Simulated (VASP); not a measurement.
Input of a VASP 6.6.1 run:

The input INCAR:

```
SYSTEM = RhN
  PREC = Accurate
  ENCUT = 520
  EDIFF = 1E-6
  ISMEAR = -1
  SIGMA = 0.08
  LREAL = .FALSE.
  LASPH = .TRUE.
  NELM = 80
  ALGO = Normal
  ISIF = 2
  LWAVE = .FALSE.
  LCHARG = .FALSE.
  GGA = PE
  NBANDS = 17
```

Contents of KPOINTS:

```
regular mesh
0
G
  18 18 18
  0 0 0
```

Contents of POSCAR:

```
RhN
1.0
    0.0000000000      1.8700467994      1.8700467994
    1.8700467994      0.0000000000      1.8700467994
    1.8700467994      1.8700467994      0.0000000000
Rh N
1 1
Direct
    0.0000000000      0.0000000000      0.0000000000
    0.2500000000      0.2500000000      0.2500000000
```

Potentials or basis: VASP PAW PBE potentials, release 64 (Rh_pv, N).

Run with:

```sh
$ cat potpaw_PBE.64/Rh_pv/POTCAR potpaw_PBE.64/N/POTCAR > POTCAR
$ mpirun -np 1 vasp_std > vasp.out
```

Task: Estimate the band gap on the k mesh.

Result: Zero (bands 10 and 11 overlap by 4.32 eV).

Task: Predict the pressure.

Result: 560.6 GPa.

Caveat: the cell stands under pressure.
